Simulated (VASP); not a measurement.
# CdS (Hawleyite) (F-43m) in VASP: further runs

The runs below take CdS (Hawleyite) through single point, with r2SCAN.

Program: VASP 6.6.1. These are calculated values, not measurements. Logs are shortened: lines on timing, memory, paths and dates and some standing lists are left out, and cuts for length are marked.

### Step 1. The cell of the first run

It takes space group F-43m (No. 216, cubic). The conventional cell has a = 5.760 Å, b = 5.760 Å, c = 5.760 Å, α = 90.00°, β = 90.00°, γ = 90.00°. Cd (site symmetry -43m) has 4 S at 2.49 Å within 3.3 Å. Within 3.3 Å of S (site symmetry -43m) lie 4 Cd at 2.49 Å.

### Step 2. Single point, r2SCAN

POSCAR reads:

```
CdS
1.0
    0.0000000000      2.8798897400      2.8798897400
    2.8798897400      0.0000000000      2.8798897400
    2.8798897400      2.8798897400      0.0000000000
Cd S
1 1
Direct
    0.0000000000      0.0000000000      0.0000000000
    0.2500000000      0.2500000000      0.2500000000
```

INCAR.step1 reads:

```
SYSTEM = CdS
ALGO = Normal ; EDIFF = 1E-4
ENCUT = 520 ; GGA = PE
ISMEAR = -1 ; LASPH = .True.
LCHARG = .False. ; LREAL = .False.
LWAVE = .True. ; NBANDS = 16
NELM = 100 ; PREC = Accurate
SIGMA = 0.02
```

INCAR.step2 reads:

```
SYSTEM = CdS
ALGO = Normal ; EDIFF = 1E-6
ENCUT = 520 ; ISIF = 2
ISMEAR = -1 ; ISTART = 1
LASPH = .True. ; LCHARG = .True.
LELF = .True. ; LMIXTAU = .True.
LREAL = .False. ; LVHAR = .True.
LWAVE = .False. ; METAGGA = R2SCAN
NBANDS = 16 ; NELM = 100
PREC = Accurate ; SIGMA = 0.02
```

KPOINTS reads:

```
k-points
0
Gamma
  8 8 8
  0 0 0
```

Potentials or basis: VASP PAW PBE potentials, release 64 (Cd, S).

Run with:

```sh
$ cat potpaw_PBE.64/Cd/POTCAR potpaw_PBE.64/S/POTCAR > POTCAR
$ cp INCAR.step1 INCAR
$ mpirun -np 1 vasp_std > vasp.out
$ cp INCAR.step2 INCAR
$ mpirun -np 1 vasp_std > vasp.out
```

OUTCAR:

```text
SYSTEM = CdS
   EDIFF = 1E-6
   ENCUT = 520
   ISIF = 2
   ISMEAR = -1
   ISTART = 1
   LASPH = .True.
   LREAL = .False.
   METAGGA = R2SCAN
   NELM = 100
   PREC = Accurate

 ion  position               nearest neighbor table
   1  0.000  0.000  0.000-   2 2.49   2 2.49   2 2.49   2 2.49
   2  0.250  0.250  0.250-   1 2.49   1 2.49   1 2.49   1 2.49

  LATTYP: Found a face centered cubic cell.
 ALAT       =     5.7597794800

  Lattice vectors:

 A1 = (   0.0000000000,   2.8798897400,   2.8798897400)
 A2 = (   2.8798897400,   0.0000000000,   2.8798897400)
 A3 = (   2.8798897400,   2.8798897400,   0.0000000000)

Analysis of symmetry for initial positions (statically):
=====================================================================
 Subroutine PRICEL returns:
 Original cell was already a primitive cell.

 Routine SETGRP: Setting up the symmetry group for a
 face centered cubic supercell.

 Subroutine GETGRP returns: Found 24 space group operations
 (whereof 24 operations were pure point group operations)
 out of a pool of 48 trial point group operations.

The static configuration has the point symmetry T_d .

Analysis of symmetry for dynamics (positions and initial velocities):
=====================================================================
 Subroutine PRICEL returns:
 Original cell was already a primitive cell.

 Routine SETGRP: Setting up the symmetry group for a
 face centered cubic supercell.

 Subroutine GETGRP returns: Found 24 space group operations
 (whereof 24 operations were pure point group operations)
 out of a pool of 48 trial point group operations.

The dynamic configuration has the point symmetry T_d .

 Subroutine INISYM returns: Found 24 space group operations
 (whereof 24 operations are pure point group operations),
 and found     1 'primitive' translations

----------------------------------------------------------------------------------------

                                     Primitive cell

  volume of cell :      47.7703

  direct lattice vectors                    reciprocal lattice vectors
     0.000000000  2.879889740  2.879889740    -0.173617758  0.173617758  0.173617758
     2.879889740  0.000000000  2.879889740     0.173617758 -0.173617758  0.173617758
     2.879889740  2.879889740  0.000000000     0.173617758  0.173617758 -0.173617758

  length of vectors
     4.072779128  4.072779128  4.072779128     0.300714778  0.300714778  0.300714778

  position of ions in fractional coordinates (direct lattice)
     0.000000000  0.000000000  0.000000000
     0.250000000  0.250000000  0.250000000

  ion indices of the primitive-cell ions
   primitive index   ion index
                 1           1
                 2           2

----------------------------------------------------------------------------------------

 KPOINTS: k-points

Automatic generation of k-mesh.
 Grid dimensions read from file:
 generate k-points for:    8    8    8

 Generating k-lattice:

  Cartesian coordinates                     Fractional coordinates (reciprocal lattice)
    -0.021702220  0.021702220  0.021702220     0.125000000  0.000000000  0.000000000
     0.021702220 -0.021702220  0.021702220     0.000000000  0.125000000  0.000000000
     0.021702220  0.021702220 -0.021702220     0.000000000  0.000000000  0.125000000

  Length of vectors
     0.037589347  0.037589347  0.037589347

  Shift w.r.t. Gamma in fractional coordinates (k-lattice)
     0.000000000  0.000000000  0.000000000

 Subroutine IBZKPT returns following result:
 ===========================================

 Found     29 irreducible k-points:

 Following reciprocal coordinates:
            Coordinates               Weight
  0.000000  0.000000  0.000000      1.000000
  0.125000  0.000000  0.000000      8.000000
  0.250000  0.000000  0.000000      8.000000
  0.375000  0.000000  0.000000      8.000000
  0.500000  0.000000  0.000000      4.000000
  0.125000  0.125000  0.000000      6.000000
[... 16 lines left out ...]
  0.500000  0.250000  0.125000     48.000000
 -0.375000  0.250000  0.125000     24.000000
 [... further k-points ...]
   k-points           NKPTS =     29   k-points in BZ     NKDIM =     29   number of bands    NBANDS=     16
   number of dos      NEDOS =    301   number of ions     NIONS =      2
   total plane-waves  NPLWV =  27000
   dimension x,y,z NGX =    30 NGY =   30 NGZ =   30
   dimension x,y,z NGXF=    60 NGYF=   60 NGZF=   60
   ions per type =               1   1
   NGX,Y,Z   is equivalent  to a cutoff of  12.25, 12.25, 12.25 a.u.
   NGXF,Y,Z  is equivalent  to a cutoff of  24.49, 24.49, 24.49 a.u.
 SYSTEM =  CdS
   PREC   = accura    normal or accurate (medium, high low for compatibility)
   ISTART =      1    job   : 0-new  1-cont  2-samecut
   ICHARG =      0    charge: 1-file 2-atom 10-const
   ISPIN  =      1    spin polarized calculation?
   LNONCOLLINEAR =      F non collinear calculations
   LSORBIT =      F    spin-orbit coupling
   LASPH  =      T    aspherical Exc in radial PAW
   ENCUT  =  520.0 eV  38.22 Ry    6.18 a.u.   7.57  7.57  7.57*2*pi/ulx,y,z
   NELM   =    100;   NELMIN=  2; NELMDL=  0     # of ELM steps
   EDIFF  = 0.1E-05   stopping-criterion for ELM
   LREAL  =      F    real-space projection
   EDIFFG = 0.1E-04   stopping-criterion for IOM
   NSW    =      0    number of steps for IOM
   IBRION =     -1    ionic relax: 0-MD 1-quasi-New 2-CG
   NFREE  =      0    steps in history (QN), initial steepest desc. (CG)
   ISIF   =      2    stress and relaxation
   ISYM   =      2    0-nonsym 1-usesym 2-fastsym
   POTIM  = 0.5000    time-step for ionic-motion
   TEBEG  =    0.0;   TEEND  =   0.0 temperature during run
   PSTRESS=    0.0 pullay stress
   NELECT =      18.0000    total number of electrons
   NUPDOWN=      -1.0000    fix difference up-down
   EMIN   =  10.00;   EMAX   =-10.00  energy-range for DOS
   EFERMI =   0.00;   METHOD = LEGACY
   ISMEAR =    -1;   SIGMA  =   0.02  broadening in eV -4-tet -1-fermi 0-gaus
   EFERMI_NEDOS =   21; number of points for ismear=-14 and -15
   IALGO  =     38    algorithm
   IMIX   =      4    mixing-type and parameters
     AMIX     =   0.40;   BMIX     =  1.00
     AMIX_MAG =   1.60;   BMIX_MAG =  1.00
  volume/ion in A,a.u.               =      23.89       161.18
  Fermi-wavevector in a.u.,A,eV,Ry     =   1.182442  2.234491 19.023242  1.398169
  Thomas-Fermi vector in A             =   2.318696
   LORBIT       =      0    0 simple, 1 ext, 2 COOP (PROOUT), +10 PAW based schemes
   METAGGA = R2SCAN    functional components
   LHFCALC =     F    Hartree Fock is set to
   AEXX    =    0.0000 exact exchange contribution
   IVDW    =     0    specifies the selected vdW correction
   LEPSILON=     F    determine dielectric tensor
   LRPA    =     F    only Hartree local field effects (RPA)
 non-spin polarized calculation
  energy-cutoff  :      520.00
  volume of cell :       47.77
 maximum number of plane-waves:      1305
   NGX = 15   NGY = 15   NGZ = 15

 number of electron      18.0000008 magnetization

 Free energy of the ion-electron system (eV)
  ---------------------------------------------------
  ext. energy  EPLUGINS =         0.00000000
  ---------------------------------------------------
  free energy    TOTEN  =       -29.64153281 eV

  energy without entropy =      -29.64153281  energy(sigma->0) =      -29.64153281

 E-fermi :   1.8118     XC(G=0):  -9.9242

 val. band max:        1.3884062643   @ k =   0.0000   0.0000   0.0000
 cond. band min:       3.0675983806   @ k =   0.0000   0.0000   0.0000
 fundamental gap:      1.6791921162
 Fermi energy:         1.8117744773

 k-point     1 :       0.0000    0.0000    0.0000
  band No.  band energies     occupation
      1     -11.7390      2.00000
      2      -6.7300      2.00000
      3      -6.7300      2.00000
      4      -6.7300      2.00000
      5      -6.1573      2.00000
      6      -6.1573      2.00000
[... 8 lines left out ...]
     15      13.4559      0.00000
     16      13.5818      0.00000

 k-point     2 :       0.1250    0.0000    0.0000
  band No.  band energies     occupation
      1     -11.6711      2.00000
      2      -6.7040      2.00000
      3      -6.7040      2.00000
      4      -6.6702      2.00000
      5      -6.1584      2.00000
      6      -6.1584      2.00000
[... 8 lines left out ...]
     15      12.8053      0.00000
     16      14.0764      0.00000

 k-point     3 :       0.2500    0.0000    0.0000
  band No.  band energies     occupation
      1     -11.5061      2.00000
      2      -6.6469      2.00000
      3      -6.6469      2.00000
      4      -6.4538      2.00000
      5      -6.1523      2.00000
      6      -6.1523      2.00000
[... 8 lines left out ...]
     15      12.5715      0.00000
     16      13.2650      0.00000

 k-point     4 :       0.3750    0.0000    0.0000
  band No.  band energies     occupation
      1     -11.3410      2.00000
      2      -6.6019      2.00000
      3      -6.6019      2.00000
      4      -6.1297      2.00000
      5      -6.1297      2.00000
      6      -6.0459      2.00000
[... 8 lines left out ...]
     15      13.5370      0.00000
     16      13.5370      0.00000

 k-point     5 :       0.5000    0.0000    0.0000
  band No.  band energies     occupation
      1     -11.2731      2.00000
      2      -6.5877      2.00000
      3      -6.5877      2.00000
      4      -6.1145      2.00000
      5      -6.1145      2.00000
      6      -5.7362      2.00000
[... 8 lines left out ...]
     15      14.6560      0.00000
     16      14.6560      0.00000

 k-point     6 :       0.1250    0.1250    0.0000
  band No.  band energies     occupation
      1     -11.6486      2.00000
      2      -6.6829      2.00000
      3      -6.6790      2.00000
      4      -6.6790      2.00000
      5      -6.1756      2.00000
      6      -6.1427      2.00000
[... 8 lines left out ...]
     15      13.5590      0.00000
     16      14.8912      0.00000

 k-point     7 :       0.2500    0.1250    0.0000
  band No.  band energies     occupation
      1     -11.5163      2.00000
      2      -6.6444      2.00000
      3      -6.6179      2.00000
      4      -6.5256      2.00000
      5      -6.1791      2.00000
      6      -6.1284      2.00000
[... 8 lines left out ...]
     15      13.4306      0.00000
     16      14.7524      0.00000

 k-point     8 :       0.3750    0.1250    0.0000
  band No.  band energies     occupation
      1     -11.3520      2.00000
      2      -6.5977      2.00000
      3      -6.5657      2.00000
      4      -6.2601      2.00000
      5      -6.1117      2.00000
      6      -6.0761      2.00000
[... 8 lines left out ...]
     15      14.0356      0.00000
     16      14.1958      0.00000

 k-point     9 :       0.5000    0.1250    0.0000
  band No.  band energies     occupation
      1     -11.2528      2.00000
      2      -6.5733      2.00000
      3      -6.5484      2.00000
      4      -6.1634      2.00000
      5      -6.1105      2.00000
      6      -5.7277      2.00000
[... 8 lines left out ...]
     15      14.5609      0.00000
     16      14.6858      0.00000
[... 172 lines left out ...]
 k-point    19 :       0.5000    0.3750    0.0000
  band No.  band energies     occupation
      1     -11.1510      2.00000
      2      -6.4755      2.00000
      3      -6.3576      2.00000
      4      -6.3291      2.00000
      5      -6.0725      2.00000
      6      -5.6787      2.00000
[... 8 lines left out ...]
     15      14.7959      0.00000
     16      15.8981      0.00000

 k-point    20 :      -0.3750    0.3750    0.0000
  band No.  band energies     occupation
      1     -11.1427      2.00000
      2      -6.4962      2.00000
      3      -6.3879      2.00000
      4      -6.2638      2.00000
      5      -6.1058      2.00000
      6      -5.5129      2.00000
[... 8 lines left out ...]
     15      14.0918      0.00000
     16      16.5519      0.00000

 k-point    21 :       0.5000    0.5000    0.0000
  band No.  band energies     occupation
      1     -11.1291      2.00000
      2      -6.4756      2.00000
      3      -6.3212      2.00000
      4      -6.3212      2.00000
      5      -6.0566      2.00000
      6      -5.6657      2.00000
[... 8 lines left out ...]
     15      14.3560      0.00000
     16      15.6229      0.00000

 k-point    22 :       0.3750    0.2500    0.1250
  band No.  band energies     occupation
      1     -11.3849      2.00000
      2      -6.5870      2.00000
      3      -6.5548      2.00000
      4      -6.3724      2.00000
      5      -6.1527      2.00000
      6      -6.0920      2.00000
[... 8 lines left out ...]
     15      14.0827      0.00000
     16      15.9354      0.00000

 k-point    23 :       0.5000    0.2500    0.1250
  band No.  band energies     occupation
      1     -11.2551      2.00000
      2      -6.5422      2.00000
      3      -6.5135      2.00000
      4      -6.2390      2.00000
      5      -6.1191      2.00000
      6      -5.8475      2.00000
[... 8 lines left out ...]
     15      15.0213      0.00000
     16      15.2773      0.00000

 k-point    24 :      -0.3750    0.2500    0.1250
  band No.  band energies     occupation
      1     -11.2021      2.00000
      2      -6.5353      2.00000
      3      -6.4935      2.00000
      4      -6.1888      2.00000
      5      -6.1273      2.00000
      6      -5.6083      2.00000
[... 8 lines left out ...]
     15      14.3734      0.00000
     16      15.3674      0.00000

 [... further k-points ...]
[... 5 lines left out ...]
  --------------------------------------------------------------------------------------
  -------------------------------------------------------------------------------------
  Total        1.3794683      1.3794683      1.3794683      0.0000000      0.0000000      0.0000000
  in kB       46.2662959     46.2662959     46.2662959      0.0000000      0.0000000      0.0000000
  external PRESSURE =      46.2662959 kB  Pullay stress =       0.0000000 kB

 VOLUME and BASIS-vectors are now :
 -----------------------------------------------------------------------------
  energy-cutoff  :      520.00
  volume of cell :       47.77
      direct lattice vectors                 reciprocal lattice vectors
     0.000000000  2.879889740  2.879889740    -0.173617758  0.173617758  0.173617758
     2.879889740  0.000000000  2.879889740     0.173617758 -0.173617758  0.173617758
     2.879889740  2.879889740  0.000000000     0.173617758  0.173617758 -0.173617758

 POSITION                                       TOTAL-FORCE (eV/Angst)
 -----------------------------------------------------------------------------------
      0.00000      0.00000      0.00000        -0.000000      0.000000      0.000000
      1.43994      1.43994      1.43994         0.000000     -0.000000     -0.000000
 -----------------------------------------------------------------------------------
    total drift:                               -0.000003     -0.000003     -0.000003

  FREE ENERGIE OF THE ION-ELECTRON SYSTEM (eV)
  ---------------------------------------------------
  free  energy   TOTEN  =       -29.6415328065 eV

  energy  without entropy=      -29.6415328065  energy(sigma->0) =      -29.64153281
```

Wall time 70 s (1 thread of Intel Xeon 6975P-C, shared host); peak memory 0.18 GiB.

What came out:

- Free energy: -29.6415 eV
- Pressure: 4.6 GPa
- Band gap on the k mesh: 1.68 eV, direct

Levels at points of the mesh, in eV from the valence-band top:
| k point | band 6 | band 7 | band 8 | band 9 | band 10 | band 11 | band 12 | band 13 |
| --- | --- | --- | --- | --- | --- | --- | --- | --- |
| (0.00, 0.00, 0.00) | -7.55 | 0.00 | 0.00 | 0.00 | 1.68 | 7.06 | 7.06 | 7.06 |
| (0.50, 0.00, 0.00) | -7.12 | -4.72 | -0.83 | -0.83 | 3.53 | 7.47 | 7.47 | 8.02 |
| (0.50, 0.50, 0.00) | -7.05 | -4.16 | -2.07 | -2.07 | 3.78 | 4.79 | 9.99 | 11.79 |

Caveat: the PAW data sets were made with another functional, which shifts forces and pressure a little. r2SCAN opens gaps a little over a GGA but as a rule still falls short of measured ones.

[end of part 1 of 2]
